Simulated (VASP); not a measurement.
LiF:

```
Li F
1.0
     2.55995    0.00000    0.00000
     0.00000    2.55995    0.00000
     0.00000    0.00000    2.55995
Li F
1 1
Direct
  0.00000 0.00000 0.00000
  0.50000 0.50000 0.50000
```

```yaml
Program: VASP 6.6.1
Task: relaxation of cell and atoms
Functional: r2SCAN
Potentials_or_basis: VASP PAW PBE potentials, release 64 (Li_sv, F)
Cutoff: 600 eV
k_mesh: 10 × 10 × 10
Occupations: fermi-dirac, width 0.02 eV
Spin: no spin polarisation
```

At the start: pressure -5.3 GPa; volume 8.39 Å³/atom.

Q: How do energy, volume and symmetry change on relaxing?

A: Over 4 steps the energy falls by 9.7 meV/atom and the volume is 7.83 Å³/atom (-6.7 %); space group Pm-3m (No. 221, to 0.1 Å) before and after.

Step by step:
```tsv
step	energy change (eV)	largest force (eV/Å)	pressure (GPa)	volume (Å³)
1	0.0000	0.0000	-5.29	16.78
2	-0.0160	0.0000	-2.18	16.11
3	-0.0191	0.0000	-0.66	15.79
4	-0.0195	0.0000	0.05	15.66
```

Final structure:
```yaml
crystal:
  lattice:
    - [2.50170, 0.00000, 0.00000]
    - [0.00000, 2.50170, 0.00000]
    - [0.00000, 0.00000, 2.50170]
  atoms:
    - { symbol: Li, position: [0.00000, 0.00000, 0.00000] }
    - { symbol: F, position: [0.50000, 0.50000, 0.50000] }
```

Caveat: the cutoff is under 1.25 times the usual one of these potentials, so pressure, stress and relaxed cells hold a basis-set (Pulay) error; the structure was generated, so it needn't be the stable form of LiF; the PAW data sets were made with another functional, which shifts forces and pressure a little.
